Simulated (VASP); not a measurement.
Set up this calculation in VASP 6.6.1, as the native input.

| Property | Result |
| --- | --- |
| Task | single point |
| Functional | PBEsol |
| Potentials or basis | VASP PAW PBE potentials, release 64 (Tl_d) |
| Cutoff | 520 eV |
| k mesh | 20 × 20 × 20 |
| Occupations | gaussian, width 0.15 eV |
| Spin | no spin polarisation |
| Dipole correction | no |
| Further INCAR settings | ALGO = Fast; EDIFF = 1e-06; NBANDS = 12 |

The structure of Tl lies in POSCAR:

```
Tl
1.0
   -1.7784612949      1.7784612949      2.3119996833
    1.7784612949     -1.7784612949      2.3119996833
    1.7784612949      1.7784612949     -2.3119996833
Tl
1
Direct
    0.0000000000      0.0000000000      0.0000000000
```

This cell differs from its parent crystal: ratio of the length along z to the lengths across it x 1.3, volume and fractional coordinates fixed.

The input as run:

INCAR

```
PREC     = Accurate       # precision mode
ENCUT    = 520            # plane-wave cutoff, eV
EDIFF    = 1E-6           # SCF threshold, eV
ISMEAR   = 0              # smearing method
SIGMA    = 0.15           # smearing width, eV
LREAL    = F              # projectors in reciprocal space
LASPH    = T              # aspherical terms in the spheres
NELM     = 80             # most SCF steps
ALGO     = Fast           # electronic algorithm
ISIF     = 2              # what is computed and relaxed
LWAVE    = F              # write WAVECAR
LCHARG   = T              # write CHGCAR
GGA      = PS             # functional
LELF     = T              # ELF
LVHAR    = T            
NBANDS   = 12             # bands
```

KPOINTS

```
Automatic mesh
0
Gamma
  20 20 20
```

Potentials or basis: VASP PAW PBE potentials, release 64 (Tl_d).

The run is started by

```console
$ cat potpaw_PBE.64/Tl_d/POTCAR > POTCAR
$ mpirun -np 1 vasp_std > vasp.out
```

Results of the run:

```
Pressure : -1.1 GPa
```

Caveat: the PAW data sets were made with another functional, which shifts forces and pressure a little.

Wall time 78 s on 1 thread of Intel(R) Xeon(R) 6975P-C (Granite Rapids), on a shared host, peak memory 0.33 GiB.
